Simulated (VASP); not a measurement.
Runs of VASP 6.6.1 on BaO. The structure is that of space group Fm-3m (No. 225), or close to it. The cells are those of the table. 

```csv
cell,gap on the mesh (eV),pressure (GPa)
"a = 3.940 Å, angles 60.0°, 2 atoms",2.04,-0.1
"a = 3.782 Å, angles 60.0°, 2 atoms",1.55,(b)
"a = 3.727 Å, angles 60.0°, 2 atoms",1.32,(a)
"a = 3.889 Å, angles 60.0°, 2 atoms",1.90,3.0
"a = 3.837 Å, angles 60.0°, 2 atoms",1.74,(c)
```

Alike in all rows: task single point; level PBE+D3(BJ); potentials or basis VASP PAW PBE potentials, release 64 (Ba_sv, O); no spin polarisation; k mesh 8 × 8 × 8; cutoff (eV) 600; smearing gaussian 0.01 eV.

Question: Estimate the missing entries.

Answer: (a) 17.6; (b) 11.6; (c) 6.8.

Caveats: spin-orbit coupling is left out, which moves the levels of the heavy elements.

A k mesh can miss the band edges, and the runs leave out spin-orbit coupling on Ba.
